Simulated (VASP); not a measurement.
# MgO (P6_3/mmc) in VASP: notebook, part 3 of 3

VASP 6.6.1. The steps go on from the part before.

**5. Single point, PBE (volume 12.109 Å^3 an atom, c/a of the conventional cell 1.2432)**

Input file INCAR:

```
ALGO = Normal ; EDIFF = 1E-7
ENCUT = 520 ; GGA = PE
ISIF = 2 ; ISMEAR = 0
LASPH = True ; LCHARG = False
LREAL = False ; LWAVE = False
NBANDS = 16 ; NELM = 100
PREC = Accurate ; SIGMA = 0.05
```

Input file KPOINTS:

```
k-points
0
Gamma
  9 9 6
```

Input file POSCAR:

```
MgO
1.0
    3.5565769741      0.0000000000      0.0000000000
   -1.7782884871      3.0800860100      0.0000000000
    0.0000000000      0.0000000000      4.4215364941
Mg O
2 2
Direct
    0.6666666667      0.3333333333      0.7500000000
    0.3333333333      0.6666666667      0.2500000000
    0.6666666667      0.3333333333      0.2500000000
    0.3333333333      0.6666666667      0.7500000000
```

Potentials or basis: VASP PAW PBE potentials, release 64 (Mg, O).

Command:

```
$ cat potpaw_PBE.64/Mg/POTCAR potpaw_PBE.64/O/POTCAR > POTCAR
$ mpirun -np 1 vasp_std > vasp.out
```

OUTCAR:

```text
EDIFF = 1E-7
   ENCUT = 520
   GGA = PE
   ISIF = 2
   ISMEAR = 0
   LASPH = True
   LREAL = False
   NELM = 100
   PREC = Accurate

 ion  position               nearest neighbor table
   1  0.667  0.333  0.750-   4 2.05   4 2.05   4 2.05   3 2.21   3 2.21   2 3.02   2 3.02   2 3.02
                             2 3.02   2 3.02   2 3.02
   2  0.333  0.667  0.250-   3 2.05   3 2.05   3 2.05   4 2.21   4 2.21   1 3.02   1 3.02   1 3.02
                             1 3.02   1 3.02   1 3.02
   3  0.667  0.333  0.250-   2 2.05   2 2.05   2 2.05   1 2.21   1 2.21
   4  0.333  0.667  0.750-   1 2.05   1 2.05   1 2.05   2 2.21   2 2.21

  LATTYP: Found a hexagonal cell.
 ALAT       =     3.5565769741
 C/A-ratio  =     1.2432000000

  Lattice vectors:

 A1 = (   3.5565769741,   0.0000000000,   0.0000000000)
 A2 = (  -1.7782884871,   3.0800860100,   0.0000000000)
 A3 = (   0.0000000000,   0.0000000000,   4.4215364941)

Analysis of symmetry for initial positions (statically):
=====================================================================
 Subroutine PRICEL returns:
 Original cell was already a primitive cell.

 Routine SETGRP: Setting up the symmetry group for a
 hexagonal supercell.

 Subroutine GETGRP returns: Found 24 space group operations
 (whereof 12 operations were pure point group operations)
 out of a pool of 24 trial point group operations.

The static configuration has the point symmetry D_3d.
 The point group associated with its full space group is D_6h.

Analysis of symmetry for dynamics (positions and initial velocities):
=====================================================================
 Subroutine PRICEL returns:
 Original cell was already a primitive cell.

 Routine SETGRP: Setting up the symmetry group for a
 hexagonal supercell.

 Subroutine GETGRP returns: Found 24 space group operations
 (whereof 12 operations were pure point group operations)
 out of a pool of 24 trial point group operations.

The dynamic configuration has the point symmetry D_3d.
 The point group associated with its full space group is D_6h.

 Subroutine INISYM returns: Found 24 space group operations
 (whereof 12 operations are pure point group operations),
 and found     1 'primitive' translations

----------------------------------------------------------------------------------------

                                     Primitive cell

  volume of cell :      48.4360

  direct lattice vectors                    reciprocal lattice vectors
     3.556576974  0.000000000  0.000000000     0.281169227  0.162333129  0.000000000
    -1.778288487  3.080086010  0.000000000     0.000000000  0.324666258  0.000000000
     0.000000000  0.000000000  4.421536494     0.000000000  0.000000000  0.226165723

  length of vectors
     3.556576974  3.556576974  4.421536494     0.324666258  0.324666258  0.226165723

  position of ions in fractional coordinates (direct lattice)
     0.666666667  0.333333333  0.750000000
     0.333333333  0.666666667  0.250000000
     0.666666667  0.333333333  0.250000000
     0.333333333  0.666666667  0.750000000

  ion indices of the primitive-cell ions
   primitive index   ion index
[... 22 lines left out ...]

  Shift w.r.t. Gamma in fractional coordinates (k-lattice)
     0.000000000  0.000000000  0.000000000

 Subroutine IBZKPT returns following result:
 ===========================================

 Found     48 irreducible k-points:

 Following reciprocal coordinates:
            Coordinates               Weight
  0.000000  0.000000  0.000000      1.000000
  0.111111  0.000000  0.000000      6.000000
  0.222222  0.000000  0.000000      6.000000
  0.333333  0.000000  0.000000      6.000000
  0.444444  0.000000  0.000000      6.000000
  0.111111  0.111111  0.000000      6.000000
[... 16 lines left out ...]
  0.333333  0.222222  0.166667     24.000000
  0.333333  0.333333  0.166667      4.000000
 [... further k-points ...]
   k-points           NKPTS =     48   k-points in BZ     NKDIM =     48   number of bands    NBANDS=     16
   number of dos      NEDOS =    301   number of ions     NIONS =      4
   total plane-waves  NPLWV =  28224
   dimension x,y,z NGX =    28 NGY =   28 NGZ =   36
   dimension x,y,z NGXF=    56 NGYF=   56 NGZF=   72
   ions per type =               2   2
   NGX,Y,Z   is equivalent  to a cutoff of  13.09, 13.09, 13.54 a.u.
   NGXF,Y,Z  is equivalent  to a cutoff of  26.18, 26.18, 27.07 a.u.
 SYSTEM =  unknown system
   PREC   = accura    normal or accurate (medium, high low for compatibility)
   ISTART =      0    job   : 0-new  1-cont  2-samecut
   ICHARG =      2    charge: 1-file 2-atom 10-const
   ISPIN  =      1    spin polarized calculation?
   LNONCOLLINEAR =      F non collinear calculations
   LSORBIT =      F    spin-orbit coupling
   LASPH  =      T    aspherical Exc in radial PAW
   ENCUT  =  520.0 eV  38.22 Ry    6.18 a.u.   6.61  6.61  8.22*2*pi/ulx,y,z
   NELM   =    100;   NELMIN=  2; NELMDL= -5     # of ELM steps
   EDIFF  = 0.1E-06   stopping-criterion for ELM
   LREAL  =      F    real-space projection
   EDIFFG = 0.1E-05   stopping-criterion for IOM
   NSW    =      0    number of steps for IOM
   IBRION =     -1    ionic relax: 0-MD 1-quasi-New 2-CG
   NFREE  =      0    steps in history (QN), initial steepest desc. (CG)
   ISIF   =      2    stress and relaxation
   ISYM   =      2    0-nonsym 1-usesym 2-fastsym
   POTIM  = 0.5000    time-step for ionic-motion
   TEBEG  =    0.0;   TEEND  =   0.0 temperature during run
   PSTRESS=    0.0 pullay stress
   NELECT =      16.0000    total number of electrons
   NUPDOWN=      -1.0000    fix difference up-down
   EMIN   =  10.00;   EMAX   =-10.00  energy-range for DOS
   EFERMI =   0.00;   METHOD = LEGACY
   ISMEAR =     0;   SIGMA  =   0.05  broadening in eV -4-tet -1-fermi 0-gaus
   EFERMI_NEDOS =   21; number of points for ismear=-14 and -15
   IALGO  =     38    algorithm
   IMIX   =      4    mixing-type and parameters
     AMIX     =   0.40;   BMIX     =  1.00
     AMIX_MAG =   1.60;   BMIX_MAG =  1.00
  volume/ion in A,a.u.               =      12.11        81.72
  Fermi-wavevector in a.u.,A,eV,Ry     =   1.131685  2.138574 17.425118  1.280710
  Thomas-Fermi vector in A             =   2.268384
   LORBIT       =      0    0 simple, 1 ext, 2 COOP (PROOUT), +10 PAW based schemes
   GGA     = PE    functional components
   LHFCALC =     F    Hartree Fock is set to
   AEXX    =    0.0000 exact exchange contribution
   IVDW    =     0    specifies the selected vdW correction
   LEPSILON=     F    determine dielectric tensor
   LRPA    =     F    only Hartree local field effects (RPA)
 non-spin polarized calculation
 Gauss-broadening in eV      SIGMA  =   0.05
  energy-cutoff  :      520.00
  volume of cell :       48.44
 maximum number of plane-waves:      1331
 NGX is ok and might be reduce to    28
   NGX = 13   NGY = 13   NGZ = 17

 number of electron      15.9999993 magnetization

 Free energy of the ion-electron system (eV)
  ---------------------------------------------------
  ext. energy  EPLUGINS =         0.00000000
  ---------------------------------------------------
  free energy    TOTEN  =       -23.58955358 eV

  energy without entropy =      -23.58955358  energy(sigma->0) =      -23.58955358

 E-fermi :   1.7008     XC(G=0):  -9.6636

 val. band max:        1.4647363119   @ k =   0.0000   0.0000   0.0000
 cond. band min:       4.3623820236   @ k =   0.0000   0.0000   0.0000
 fundamental gap:      2.8976457117
 Fermi energy:         1.7008383891

 k-point     1 :       0.0000    0.0000    0.0000
  band No.  band energies     occupation
      1     -15.1144      2.00000
      2     -14.0049      2.00000
      3      -1.9459      2.00000
      4      -0.0964      2.00000
      5      -0.0964      2.00000
      6       0.6806      2.00000
[... 433 lines left out ...]
      3      -1.7176      2.00000
      4      -1.1652      2.00000
      5      -1.1652      2.00000
      6       0.2710      2.00000
[... 8 lines left out ...]
     15      14.6866      0.00000
     16      16.9635      0.00000

 [... further k-points ...]
[... 5 lines left out ...]
  --------------------------------------------------------------------------------------
  -------------------------------------------------------------------------------------
  Total       -1.8342299     -1.8342299     -2.8946926      0.0000000      0.0000000      0.0000000
  in kB      -60.6730857    -60.6730857    -95.7513174      0.0000000      0.0000000      0.0000000
  external PRESSURE =     -72.3658296 kB  Pullay stress =       0.0000000 kB

 VOLUME and BASIS-vectors are now :
 -----------------------------------------------------------------------------
  energy-cutoff  :      520.00
  volume of cell :       48.44
      direct lattice vectors                 reciprocal lattice vectors
     3.556576974  0.000000000  0.000000000     0.281169227  0.162333129  0.000000000
    -1.778288487  3.080086010  0.000000000     0.000000000  0.324666258  0.000000000
     0.000000000  0.000000000  4.421536494     0.000000000  0.000000000  0.226165723

 POSITION                                       TOTAL-FORCE (eV/Angst)
 -----------------------------------------------------------------------------------
      1.77829      1.02670      3.31615         0.000000     -0.000000      0.000000
     -0.00000      2.05339      1.10538        -0.000000      0.000000     -0.000000
      1.77829      1.02670      1.10538        -0.000000     -0.000000      0.000000
     -0.00000      2.05339      3.31615        -0.000000      0.000000     -0.000000
 -----------------------------------------------------------------------------------
    total drift:                               -0.000000      0.000000     -0.000000

  FREE ENERGIE OF THE ION-ELECTRON SYSTEM (eV)
  ---------------------------------------------------
  free  energy   TOTEN  =       -23.5895535787 eV

  energy  without entropy=      -23.5895535787  energy(sigma->0) =      -23.58955358
```

Run time: 38 s. Hardware: 1 thread of Intel Xeon Platinum 8259CL at 2.50GHz (Skylake/Cascade Lake), shared host; peak memory 0.18 GiB.

What came out:

```yaml
Free_energy: -23.5896 eV
Pressure: -7.2 GPa
Band_gap_on_the_k_mesh: 2.90 eV, direct
```

**6. Single point, PBE (volume 12.109 Å^3 an atom, c/a of the conventional cell 1.1659)**

Input file INCAR:

```
ALGO = Normal ; EDIFF = 1E-6
ENCUT = 520 ; GGA = PE
ISIF = 2 ; ISMEAR = 0
LASPH = T ; LCHARG = F
LREAL = F ; LWAVE = F
NBANDS = 16 ; NELM = 80
PREC = Accurate ; SIGMA = 0.05
```

KPOINTS is that of step 5.

Input file POSCAR:

```
MgO
1.0
    3.6335023508      0.0000000000      0.0000000000
   -1.8167511754      3.1467053405      0.0000000000
    0.0000000000      0.0000000000      4.2363003908
Mg O
2 2
Direct
    0.6666666667      0.3333333333      0.7500000000
    0.3333333333      0.6666666667      0.2500000000
    0.6666666667      0.3333333333      0.2500000000
    0.3333333333      0.6666666667      0.7500000000
```

Potentials or basis: VASP PAW PBE potentials, release 64 (Mg, O).

Command:

```
$ cat potpaw_PBE.64/Mg/POTCAR potpaw_PBE.64/O/POTCAR > POTCAR
$ mpirun -np 1 vasp_std > vasp.out
```

It took 37 s on 1 thread of Intel Xeon Platinum 8259CL at 2.50GHz (Skylake/Cascade Lake), shared host; peak memory 0.18 GiB.

It converged, with:

```yaml
Free_energy: -23.5946 eV
Pressure: -7.0 GPa
Band_gap_on_the_k_mesh: 3.01 eV, direct
```

Stress tensor (GPa, compression positive):
```
-8.04  0.00  0.00
 0.00 -8.04  0.00
 0.00  0.00 -4.99
```

Levels at points of the mesh, in eV from the valence-band top:
```
           k point  band 4  band 5  band 6  band 7  band 8  band 9  band 10  band 11  band 12  band 13
(0.00, 0.00, 0.00)   -1.55   -1.55   -0.61   -0.61    0.00    3.01     8.86    11.78    11.78    11.79
(0.00, 0.00, 0.50)   -2.23   -1.09   -1.09   -1.09   -1.09    6.03     6.03    12.13    12.13    12.13
```

**7. Overview**

```csv
cell,gap on the mesh (eV),pressure (GPa)
"a = 3.577, b = 3.577, c = 4.306 Å, angles 90.0, 90.0, 120.0°, 4 atoms",3.02,-5.9
"a = 3.615, b = 3.615, c = 4.215 Å, angles 90.0, 90.0, 120.0°, 4 atoms",3.08,-5.5
"a = 3.595, b = 3.595, c = 4.328 Å, angles 90.0, 90.0, 120.0°, 4 atoms",2.95,-7.4
"a = 3.557, b = 3.557, c = 4.422 Å, angles 90.0, 90.0, 120.0°, 4 atoms",2.90,-7.2
"a = 3.634, b = 3.634, c = 4.236 Å, angles 90.0, 90.0, 120.0°, 4 atoms",3.01,-7.0
```

Alike in all rows: task single point; level PBE; potentials or basis VASP PAW PBE potentials, release 64 (Mg, O); no spin polarisation; k mesh 9 × 9 × 6; cutoff (eV) 520; smearing gaussian 0.05 eV.

Absolute energies hang on the potentials; compare differences alone.
